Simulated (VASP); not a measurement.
Input of a VASP 6.6.1 run:

Contents of INCAR:

```
SYSTEM = NaF
ALGO = Normal ; EDIFF = 1E-6
ENCUT = 520 ; GGA = PE
ISIF = 2 ; ISMEAR = -1
LASPH = .TRUE. ; LCHARG = .FALSE.
LREAL = .FALSE. ; LWAVE = .FALSE.
NBANDS = 14 ; NELM = 100
PREC = Accurate ; SIGMA = 0.02
```

File KPOINTS:

```
k-points
0
G
  10 10 10
  0 0 0
```

The input POSCAR:

```
NaF
1.0
    0.0000000000      2.2971680881      2.2971680881
    2.1852960022      0.0000000000      2.2971680881
    2.1852960022      2.2971680881      0.0000000000
Na F
1 1
Direct
    0.0000000000      0.0000000000      0.0000000000
    0.5000000000      0.5000000000      0.5000000000
```

Potentials or basis: VASP PAW PBE potentials, release 64 (Na_pv, F).

Launch:

```bash
$ cat potpaw_PBE.64/Na_pv/POTCAR potpaw_PBE.64/F/POTCAR > POTCAR
$ mpirun -np 1 vasp_std > vasp.out
```

**Question.** Predict the pressure.

**Answer.** 7.4 GPa.

**Question.** What does it give for the band gap on the k mesh?

**Answer.** 6.71 eV.

Stress tensor (GPa, compression positive):
```
12.13  0.00  0.00
 0.00  4.99  0.00
 0.00  0.00  4.99
```

Caveat: the cell differs from its parent crystal (uniaxial x strain -4.9%); the cell stands under pressure. A k mesh can miss the band edges.
